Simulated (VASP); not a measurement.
A run of VASP 6.6.1 is set up as follows.

The input INCAR:

```
ALGO = Normal
EDIFF = 1E-6
ENCUT = 520
GGA = PE
ISIF = 2
ISMEAR = 0
ISPIN = 2
LASPH = T
LCHARG = F
LDAU = T
LDAUJ = 0 0
LDAUL = 3 -1
LDAUPRINT = 1
LDAUTYPE = 2
LDAUU = 6 0
LMAXMIX = 6
LORBIT = 11
LREAL = F
LWAVE = F
MAGMOM = 7.63 -0.16
NBANDS = 22
NELM = 150
PREC = Accurate
SIGMA = 0.05
```

KPOINTS

```
k-points
0
Gamma
  10 10 10
```

Contents of POSCAR:

```
GdN
1.0
    0.0000000000      2.5028282330      2.5028282330
    2.5028282330      0.0000000000      2.5028282330
    2.5028282330      2.5028282330      0.0000000000
Gd N
1 1
Direct
    0.0000000000      0.0000000000      0.0000000000
    0.5000000000      0.5000000000      0.5000000000
```

Potentials or basis: VASP PAW PBE potentials, release 64 (Gd, N).

The run is started by

```bash
$ cat potpaw_PBE.64/Gd/POTCAR potpaw_PBE.64/N/POTCAR > POTCAR
$ mpirun -np 1 vasp_std > vasp.out
```

(1) Estimate the pressure.

(2) Estimate the net moment.

Answers

(1) 0.0 GPa.

(2) 7.00 μB per cell.

Caveat: a cell with one magnetic atom can't hold antiferromagnetic order, which such compounds often take.
